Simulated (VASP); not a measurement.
Here is a VASP 6.6.1 calculation.

The input POSCAR:

```
Co
1.0
    2.4883712406      0.0000000000      0.0000000000
   -1.2441856203      2.1549927084      0.0000000000
    0.0000000000      0.0000000000      4.0477749493
Co
2
Direct
    0.6666666667      0.3333333333      0.7500000000
    0.3333333333      0.6666666667      0.2500000000
```

Contents of INCAR.step1:

```
PREC = Accurate
ENCUT = 520
EDIFF = 1E-5
ISMEAR = -1
SIGMA = 0.05
LREAL = False
LASPH = True
NELM = 150
ALGO = Normal
ISIF = 2
LWAVE = True
LCHARG = False
ISPIN = 2
MAGMOM = 2 2
LORBIT = 11
LMAXMIX = 4
GGA = PE
NBANDS = 20
```

File INCAR.step2:

```
PREC = Accurate
ENCUT = 520
EDIFF = 1E-6
ISMEAR = -1
SIGMA = 0.05
LREAL = False
LASPH = True
NELM = 150
ALGO = Normal
ISIF = 2
LWAVE = False
LCHARG = False
ISPIN = 2
MAGMOM = 2 2
LORBIT = 11
LMAXMIX = 4
GGA = B5
LHFCALC = True
AEXX = 0.2
AGGAX = 0.72
AGGAC = 0.81
ALDAC = 0.19
PRECFOCK = Normal
ISTART = 1
NBANDS = 20
```

The input KPOINTS:

```
regular mesh
0
Gamma
  6 6 4
```

Potentials or basis: VASP PAW PBE potentials, release 64 (Co).

The run is started by

```console
$ cat potpaw_PBE.64/Co/POTCAR > POTCAR
$ cp INCAR.step1 INCAR
$ mpirun -np 1 vasp_std > vasp.out
$ cp INCAR.step2 INCAR
$ mpirun -np 1 vasp_std > vasp.out
```

Q: Predict the pressure.

A: 1.6 GPa.

Q: What does it give for the site moments?

A: Co +1.73 μB.

Q: What does it give for the net moment?

A: 3.35 μB per cell.

Stress tensor (GPa, compression positive):
```
1.25 0.00 0.00
0.00 1.25 0.00
0.00 0.00 2.28
```

Caveat: the k points lie up to 0.49 Å⁻¹ apart; the PAW data sets were made with another functional, which shifts forces and pressure a little.
